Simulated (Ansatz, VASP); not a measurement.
Sb: VASP beside Ansatz

```
Sb
1.0
    -1.49490    1.49490    2.46336
     1.49490   -1.49490    2.46336
     1.49490    1.49490   -2.46336
Sb
1
Cartesian
  0.0000 0.0000 0.0000
```

Change from the starting cell: volume scaled by 0.98, crystal datasets.

Alike in both runs: task electric field gradients; functional PBEsol; k mesh 19 × 19 × 19; occupations fermi-dirac, width 0.05 eV; no spin polarisation.

|  | VASP | Ansatz |
| --- | --- | --- |
| version | VASP 6.6.1 | Ansatz 0.2.0 |
| potentials or method | VASP PAW PBE potentials, release 64 (Sb), cutoff 520 eV | all-electron PAW with datasets made for the crystal, scalar-relativistic |

```tsv
	VASP	Ansatz	Ansatz less VASP
pressure (GPa)	18.1	17.9	-0.25
traceless stress, the component that is largest in VASP (GPa)	-1.73	-1.60	+0.129
size of Vzz on the site where it differs most (V/Å²)	38.2	38.5	+0.28
```

VASP's potentials were made for PBE, not for PBEsol. Ansatz ran all-electron here, and VASP with PAW potentials.

Spin-orbit coupling is off throughout.
